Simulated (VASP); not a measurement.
# MgO (P1) in VASP: relaxation of cell and atoms with PBEsol

Aim: the relaxation of cell and atoms of MgO with PBEsol.

Program: VASP 6.6.1. These are calculated values, not measurements. Logs are shortened: lines on timing, memory, paths and dates and some standing lists are left out, and cuts for length are marked.

**1. The cell of the first run**

The typed cell holds 16 atoms: a = 6.024 Å, b = 5.974 Å, c = 5.952 Å, α = 59.87°, β = 59.94°, γ = 60.45°.

**2. Relaxation of cell and atoms, PBEsol**

INCAR reads:

```
SYSTEM = MgO
PREC = Accurate ; ENCUT = 600
EDIFF = 1E-6 ; ISMEAR = -1
SIGMA = 0.05 ; LREAL = Auto
LASPH = .TRUE. ; NELM = 80
ALGO = Normal ; ISIF = 3
LWAVE = .FALSE. ; LCHARG = .FALSE.
GGA = PS ; IBRION = 2
NSW = 100 ; EDIFFG = -0.01
```

KPOINTS reads:

```
regular mesh
0
G
  4 4 4
  0 0 0
```

POSCAR reads:

```
MgO
1.0
   -0.0338604634      4.2716409485      4.2470073954
    4.2303073315     -0.0054385914      4.2185855233
    4.2021273627      4.2150391077      0.0227413774
Mg O
8 8
Direct
    0.0104382679     -0.0031999506      0.0137287590
   -0.0150858471      0.0000788461      0.5040003385
   -0.0045084866      0.5510974381     -0.0229646845
    0.0037298628      0.5287913842      0.4711375966
    0.4835074608     -0.0242308329      0.0164368278
    0.4890637339      0.0077513818      0.5092591762
    0.4873113454      0.5104570632      0.0117704266
    0.5098735617      0.4900264338      0.4965429454
    0.2708394228      0.2307897566      0.2466383333
    0.2749517892      0.2404996639      0.7379001116
    0.2562293199      0.7543191840      0.2094788308
    0.2511007740      0.7435026951      0.7418799795
    0.7621415745      0.2564865819      0.2545695243
    0.7520124129      0.2698993283      0.7295501676
    0.7544531677      0.7416130605      0.2453823665
    0.7444343431      0.7649872140      0.7636173022
```

Potentials or basis: VASP PAW PBE potentials, release 64 (Mg, O).

The run is started by

```
$ cat potpaw_PBE.64/Mg/POTCAR potpaw_PBE.64/O/POTCAR > POTCAR
$ mpirun -np 1 vasp_std > vasp.out
```

OUTCAR:

```text
SYSTEM = MgO
   PREC = Accurate
   ENCUT = 600
   EDIFF = 1E-6
   ISMEAR = -1
   LREAL = Auto
   LASPH = .TRUE.
   NELM = 80
   ISIF = 3
   GGA = PS
   IBRION = 2
   NSW = 100
   EDIFFG = -0.01

 ion  position               nearest neighbor table
   1  0.010  0.997  0.014-  11 1.89  13 2.12  10 2.15  15 2.16  12 2.23  14 2.30   4 2.76   5 2.80
                             3 2.83   2 2.85   7 2.91   6 2.94   6 3.05   2 3.10   7 3.13   3 3.17
   2  0.985  0.000  0.504-  13 2.01  16 2.01  14 2.10  12 2.14   9 2.19  11 2.29   3 2.75   1 2.85
                             4 2.86   8 2.91   6 2.95   5 2.95   5 3.03   6 3.08   1 3.10   4 3.12
   3  0.995  0.551  0.977-  12 1.90  15 1.96  16 1.98  13 2.24   9 2.33  10 2.34   2 2.75   1 2.83
                             5 2.86   4 2.90   7 2.96   8 2.99   8 3.02   4 3.06   7 3.09   1 3.17
   4  0.004  0.529  0.471-  11 2.02  15 2.02  14 2.16   9 2.23  16 2.24  10 2.29   1 2.76   7 2.82
                             2 2.86   3 2.90   6 3.01   8 3.02   8 3.02   6 3.04   3 3.06   2 3.12
   5  0.484  0.976  0.016-  11 1.91  16 1.98   9 2.06  10 2.08  15 2.13  14 2.38   7 2.78   1 2.80
                             3 2.86   8 2.88   6 2.91   2 2.95   2 3.03   6 3.05   8 3.08   7 3.19
   6  0.489  0.008  0.509-  10 1.95   9 2.05  12 2.12  16 2.17  13 2.21  15 2.24   8 2.91   5 2.91
                             1 2.94   2 2.95   7 2.97   7 2.98   4 3.01   4 3.04   1 3.05   5 3.05
   7  0.487  0.510  0.012-  11 1.88   9 2.10  12 2.15  16 2.16  13 2.20  14 2.22   5 2.78   4 2.82
                             8 2.90   1 2.91   3 2.96   6 2.97   6 2.98   8 3.06   3 3.09   1 3.13
   8  0.510  0.490  0.497-  13 2.02  14 2.02  10 2.05  15 2.09  12 2.11  11 2.30   5 2.88   7 2.90
                             6 2.91   2 2.91   3 2.99   4 3.02   3 3.02   4 3.02   7 3.06   6 3.07
   9  0.271  0.231  0.247-   6 2.05   5 2.06   7 2.10   2 2.19   4 2.23   3 2.33
  10  0.275  0.240  0.738-   6 1.95   8 2.05   5 2.08   1 2.15   4 2.29   3 2.34
  11  0.256  0.754  0.209-   7 1.88   1 1.89   5 1.91   4 2.02   2 2.29   8 2.30
  12  0.251  0.744  0.742-   3 1.90   8 2.11   6 2.12   2 2.14   7 2.15   1 2.23
  13  0.762  0.256  0.255-   2 2.01   8 2.02   1 2.12   7 2.20   6 2.21   3 2.24
  14  0.752  0.270  0.730-   8 2.02   2 2.10   4 2.16   7 2.22   1 2.30   5 2.38
  15  0.754  0.742  0.245-   3 1.96   4 2.02   8 2.09   5 2.13   1 2.16   6 2.24
  16  0.744  0.765  0.764-   5 1.98   3 1.98   2 2.01   7 2.16   6 2.17   4 2.24

  LATTYP: Found a triclinic cell.
 ALAT       =     6.0396476865
 B/A-ratio  =     1.4061249640
 C/A-ratio  =     0.9891765160
 COS(alpha) =     0.0018290309
 COS(beta)  =     0.4972517273
 COS(gamma) =     0.7133214310

  Lattice vectors:

 A1 = (  -4.2641677949,   4.2770795399,   0.0284218721)
 A2 = (  -0.0620404322,   8.4921186476,   0.0511632495)
 A3 = (  -4.2303073315,   0.0054385914,  -4.2185855233)

Analysis of symmetry for initial positions (statically):
=====================================================================
 Subroutine PRICEL returns:
 Original cell was already a primitive cell.

 Routine SETGRP: Setting up the symmetry group for a
 triclinic supercell.

 Subroutine GETGRP returns: Found  1 space group operations
 (whereof  1 operations were pure point group operations)
 out of a pool of  2 trial point group operations.

The static configuration has the point symmetry C_1 .

Analysis of symmetry for dynamics (positions and initial velocities):
=====================================================================
 Subroutine PRICEL returns:
 Original cell was already a primitive cell.

 Routine SETGRP: Setting up the symmetry group for a
 triclinic supercell.

 Subroutine GETGRP returns: Found  1 space group operations
 (whereof  1 operations were pure point group operations)
 out of a pool of  2 trial point group operations.

The dynamic configuration has the point symmetry C_1 .

 Subroutine INISYM returns: Found  1 space group operations
 (whereof  1 operations are pure point group operations),
 and found     1 'primitive' translations

----------------------------------------------------------------------------------------

                                     Primitive cell

  volume of cell :     151.7397

  direct lattice vectors                    reciprocal lattice vectors
    -0.033860463  4.271640948  4.247007395    -0.117185033  0.116191252  0.117660438
     4.230307331 -0.005438591  4.218585523     0.117333528 -0.117617414  0.119235095
     4.202127363  4.215039108  0.022741377     0.118910051  0.119342432 -0.119086599

  length of vectors
     6.023714364  5.974277656  5.951885938     0.202673919  0.204494549  0.206310044

[... 68 lines left out ...]
  0.000000  0.250000  0.000000      2.000000
  0.250000  0.250000  0.000000      2.000000
  0.500000  0.250000  0.000000      2.000000
[... 16 lines left out ...]
 -0.000000 -0.250000  0.250000      2.000000
  0.250000 -0.250000  0.250000      2.000000
 [... further k-points ...]
   k-points           NKPTS =     36   k-points in BZ     NKDIM =     36   number of bands    NBANDS=     41
   number of dos      NEDOS =    301   number of ions     NIONS =     16
   total plane-waves  NPLWV = 110592
   dimension x,y,z NGX =    48 NGY =   48 NGZ =   48
   dimension x,y,z NGXF=    96 NGYF=   96 NGZF=   96
   ions per type =               8   8
   NGX,Y,Z   is equivalent  to a cutoff of  13.25, 13.36, 13.41 a.u.
   NGXF,Y,Z  is equivalent  to a cutoff of  26.49, 26.71, 26.81 a.u.
 SYSTEM =  MgO
   PREC   = accura    normal or accurate (medium, high low for compatibility)
   ISTART =      0    job   : 0-new  1-cont  2-samecut
   ICHARG =      2    charge: 1-file 2-atom 10-const
   ISPIN  =      1    spin polarized calculation?
   LNONCOLLINEAR =      F non collinear calculations
   LSORBIT =      F    spin-orbit coupling
   LASPH  =      T    aspherical Exc in radial PAW
   ENCUT  =  600.0 eV  44.10 Ry    6.64 a.u.  12.03 11.93 11.89*2*pi/ulx,y,z
   NELM   =     80;   NELMIN=  2; NELMDL= -5     # of ELM steps
   EDIFF  = 0.1E-05   stopping-criterion for ELM
   LREAL  =      T    real-space projection
   EDIFFG = -.1E-01   stopping-criterion for IOM
   NSW    =    100    number of steps for IOM
   IBRION =      2    ionic relax: 0-MD 1-quasi-New 2-CG
   NFREE  =      1    steps in history (QN), initial steepest desc. (CG)
   ISIF   =      3    stress and relaxation
   ISYM   =      2    0-nonsym 1-usesym 2-fastsym
   POTIM  = 0.5000    time-step for ionic-motion
   TEBEG  =    0.0;   TEEND  =   0.0 temperature during run
   PSTRESS=    0.0 pullay stress
   NELECT =      64.0000    total number of electrons
   NUPDOWN=      -1.0000    fix difference up-down
   EMIN   =  10.00;   EMAX   =-10.00  energy-range for DOS
   EFERMI =   0.00;   METHOD = LEGACY
   ISMEAR =    -1;   SIGMA  =   0.05  broadening in eV -4-tet -1-fermi 0-gaus
   EFERMI_NEDOS =   21; number of points for ismear=-14 and -15
   IALGO  =     38    algorithm
   IMIX   =      4    mixing-type and parameters
     AMIX     =   0.40;   BMIX     =  1.00
     AMIX_MAG =   1.60;   BMIX_MAG =  1.00
  volume/ion in A,a.u.               =       9.48        64.00
  Fermi-wavevector in a.u.,A,eV,Ry     =   1.227727  2.320067 20.508237  1.507313
  Thomas-Fermi vector in A             =   2.362679
   LORBIT       =      0    0 simple, 1 ext, 2 COOP (PROOUT), +10 PAW based schemes
   GGA     = PS    functional components
   LHFCALC =     F    Hartree Fock is set to
   AEXX    =    0.0000 exact exchange contribution
   IVDW    =     0    specifies the selected vdW correction
   LEPSILON=     F    determine dielectric tensor
   LRPA    =     F    only Hartree local field effects (RPA)
 conjugate gradient relaxation of ions
 non-spin polarized calculation
  energy-cutoff  :      600.00
  volume of cell :      151.74
 maximum number of plane-waves:      5082
   NGX = 25   NGY = 23   NGZ = 23

--------------------------------------- Ionic step        1  -------------------------------------------

 number of electron      64.0000002 magnetization

 Free energy of the ion-electron system (eV)
  ---------------------------------------------------
  ext. energy  EPLUGINS =         0.00000000
  ---------------------------------------------------
  free energy    TOTEN  =       -98.19139955 eV

  energy without entropy =      -98.19139955  energy(sigma->0) =      -98.19139955

------------------------ aborting loop because EDIFF is reached ----------------------------------------

  FORCE on cell =-STRESS in cart. coord.  units (eV):
  Direction    XX          YY          ZZ          XY          YZ          ZX
  --------------------------------------------------------------------------------------
  -------------------------------------------------------------------------------------
  Total        3.1280208      2.1506711      2.2282877      1.8268261     -1.4333811     -0.2459463
  in kB       33.0278931     22.7083327     23.5278636     19.2889442    -15.1346681     -2.5968780
  external PRESSURE =      26.4213631 kB  Pullay stress =       0.0000000 kB
[... 131 lines left out ...]
  FREE ENERGIE OF THE ION-ELECTRON SYSTEM (eV)
  ---------------------------------------------------
  free  energy   TOTEN  =       -99.7065820099 eV

  energy  without entropy=      -99.7065820099  energy(sigma->0) =      -99.70658201

[... ionic steps 4 to 11 ...]

--------------------------------------- Ionic step       12  -------------------------------------------

 number of electron      63.9999996 magnetization

------------------------ aborting loop because EDIFF is reached ----------------------------------------
[... 95 lines left out ...]
--------------------------------------- Ionic step       14  -------------------------------------------

 number of electron      63.9999996 magnetization

 Free energy of the ion-electron system (eV)
  ---------------------------------------------------
  ext. energy  EPLUGINS =         0.00000000
  ---------------------------------------------------
  free energy    TOTEN  =      -100.12925557 eV

  energy without entropy =     -100.12925557  energy(sigma->0) =     -100.12925557

 E-fermi :   4.2416     XC(G=0): -11.3241

 val. band max:        3.0875112514   @ k =   0.0000   0.0000   0.0000
 cond. band min:       7.7513550526   @ k =   0.0000   0.0000   0.0000
 fundamental gap:      4.6638438012
 Fermi energy:         4.2415646147

 k-point     1 :       0.0000    0.0000    0.0000
  band No.  band energies     occupation
      1     -14.1329      2.00000
      2     -12.8118      2.00000
      3     -12.8117      2.00000
      4     -12.8117      2.00000
      5     -12.8116      2.00000
      6     -12.5459      2.00000
[... 1045 lines left out ...]
     40      13.5448      0.00000
     41      13.5781      0.00000

 [... further k-points ...]

------------------------ aborting loop because EDIFF is reached ----------------------------------------

  FORCE on cell =-STRESS in cart. coord.  units (eV):
  Direction    XX          YY          ZZ          XY          YZ          ZX
  --------------------------------------------------------------------------------------
  -------------------------------------------------------------------------------------
  Total       -0.0085893     -0.0107132     -0.0125301     -0.0000169      0.0002608     -0.0001080
  in kB       -0.0923479     -0.1151830     -0.1347172     -0.0001814      0.0028035     -0.0011608
  external PRESSURE =      -0.1140827 kB  Pullay stress =       0.0000000 kB
[... 31 lines left out ...]
  FREE ENERGIE OF THE ION-ELECTRON SYSTEM (eV)
  ---------------------------------------------------
  free  energy   TOTEN  =      -100.1292555746 eV

  energy  without entropy=     -100.1292555745  energy(sigma->0) =     -100.12925557

 reached required accuracy - stopping structural energy minimisation
```

Wall time 79 min (1 thread of Intel Xeon Platinum 8259CL at 2.50GHz (Skylake/Cascade Lake), shared host); peak memory 0.45 GiB.

Results:

| Quantity | Value |
| --- | --- |
| Free energy | -100.1293 eV |
| Relaxed volume | 9.31 Å³/atom |
| Relaxed cell | a = 5.951 Å, b = 5.951 Å, c = 5.951 Å, α = 60.00°, β = 60.00°, γ = 60.00° |
| Space group after relaxing (to 0.1 Å) | Fm-3m (No. 225) |
| Energy gained by relaxing | 121.1 meV/atom |
| Ionic steps | 14 |
| Pressure after relaxing | 0.0 GPa |
| Largest force after relaxing | 0.006 eV/Å |
| Band gap on the k mesh | 4.66 eV |

Forces on the atoms (eV/Å):
```
Mg  -0.001  0.001 -0.001
Mg  -0.004 -0.001 -0.002
Mg  -0.002  0.004  0.000
Mg   0.000  0.000 -0.002
Mg   0.000  0.000  0.003
Mg   0.001  0.000 -0.001
Mg   0.005  0.001  0.002
Mg   0.000 -0.004  0.000
O   -0.002 -0.001  0.000
O   -0.001  0.000  0.002
O   -0.002  0.001  0.001
O    0.001 -0.001  0.000
O    0.000  0.002  0.001
O    0.000  0.000  0.001
O    0.001  0.001 -0.001
O    0.003 -0.003  0.000
```

Step by step:
| step | energy change (eV) | largest force (eV/Å) | pressure (GPa) | volume (Å³) |
| --- | --- | --- | --- | --- |
| 1 | 0.0000 | 3.3739 | 2.64 | 151.74 |
| 2 | -1.4888 | 1.2030 | -4.96 | 155.19 |
| 3 | -1.5152 | 0.9566 | -4.45 | 154.76 |
| 4 | -1.8074 | 0.5445 | 0.08 | 149.36 |
| 5 | -1.8326 | 0.5875 | 2.24 | 147.31 |
| 6 | -1.9117 | 0.3875 | 0.43 | 148.70 |
| 7 | -1.9155 | 0.4230 | -0.03 | 149.08 |
| 8 | -1.9346 | 0.0875 | -0.33 | 149.33 |
| 9 | -1.9348 | 0.1019 | -0.36 | 149.36 |
| 10 | -1.9375 | 0.0351 | 0.17 | 148.87 |
| 11 | -1.9375 | 0.0328 | 0.20 | 148.83 |
| 12 | -1.9378 | 0.0177 | -0.07 | 149.06 |
| 13 | -1.9378 | 0.0172 | -0.03 | 149.04 |
| 14 | -1.9379 | 0.0058 | -0.01 | 149.02 |

Final structure:
```cif
data_structure
_symmetry_space_group_name_H-M 'P 1'
_symmetry_Int_Tables_number 1
_cell_length_a 5.9507
_cell_length_b 5.9508
_cell_length_c 5.9513
_cell_angle_alpha 59.998
_cell_angle_beta 59.998
_cell_angle_gamma 60.004
_cell_volume 149.02
loop_
_atom_site_label
_atom_site_type_symbol
_atom_site_fract_x
_atom_site_fract_y
_atom_site_fract_z
_atom_site_occupancy
Mg1 Mg 0.00191 0.00397 0.99555 1
Mg2 Mg 0.00192 0.00398 0.49560 1
Mg3 Mg 0.00183 0.50401 0.99554 1
Mg4 Mg 0.00198 0.50396 0.49551 1
Mg5 Mg 0.50183 0.00385 0.99563 1
Mg6 Mg 0.50196 0.00391 0.49553 1
Mg7 Mg 0.50193 0.50384 0.99551 1
Mg8 Mg 0.50196 0.50386 0.49561 1
O1 O 0.25187 0.25397 0.24560 1
O2 O 0.25189 0.25391 0.74561 1
O3 O 0.25186 0.75398 0.24558 1
O4 O 0.25194 0.75393 0.74555 1
O5 O 0.75185 0.25397 0.24555 1
O6 O 0.75189 0.25391 0.74555 1
O7 O 0.75191 0.75397 0.24550 1
O8 O 0.75196 0.75387 0.74553 1
```

Levels at points of the mesh, in eV from the valence-band top:
```
           k point  band 29  band 30  band 31  band 32  band 33  band 34  band 35  band 36
(0.00, 0.00, 0.00)    -0.67     0.00     0.00     0.00     4.66     7.76     7.76     7.76
(0.50, 0.00, 0.00)    -0.35    -0.35    -0.35    -0.35     7.02     7.02     9.57     9.57
(0.00, 0.50, 0.00)    -0.35    -0.35    -0.35    -0.35     7.02     7.02     9.57     9.57
(0.50, 0.50, 0.00)    -0.67    -0.67    -0.67    -0.67     8.02     8.02     9.39     9.39
(0.00, 0.00, 0.50)    -0.35    -0.35    -0.35    -0.35     7.02     7.02     9.57     9.57
(0.50, 0.00, 0.50)    -0.67    -0.67    -0.67    -0.67     8.02     8.02     9.39     9.39
(0.00, 0.50, 0.50)    -0.67    -0.67    -0.67    -0.67     8.02     8.02     9.39     9.39
(0.50, 0.50, 0.50)    -0.35    -0.35    -0.35    -0.35     7.02     7.02     9.57     9.57
```

Caveat: the PAW data sets were made with another functional, which shifts forces and pressure a little.
